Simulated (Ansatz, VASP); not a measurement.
Zr: VASP beside Ansatz

```
CELL_PARAMETERS angstrom
-1.77305 1.77305 1.77305
1.77305 -1.77305 1.77305
1.77305 1.77305 -1.77305
ATOMIC_POSITIONS crystal
Zr 0.00000 0.00000 0.00000
```

Alike in both runs: task relaxation of cell and atoms; functional PBE; k mesh 13 × 13 × 13; occupations fermi-dirac, width 0.05 eV; no spin polarisation.

|  | VASP | Ansatz |
| --- | --- | --- |
| version | VASP 6.6.1 | Ansatz 0.2.0 |
| potentials or method | VASP PAW PBE potentials, release 64 (Zr_sv) | PAW with Ansatz's default frozen-core files, scalar-relativistic |
| plane-wave cutoff (eV) | 600 | 420 |
| valence electrons in the cell | 12 | 12 |

```tsv
	VASP	Ansatz	Ansatz less VASP
relaxed volume (Å³/atom)	22.82	22.81	-0.010
relaxed cell length with the largest relative difference (Å)	3.095	3.094	-0.0004
```
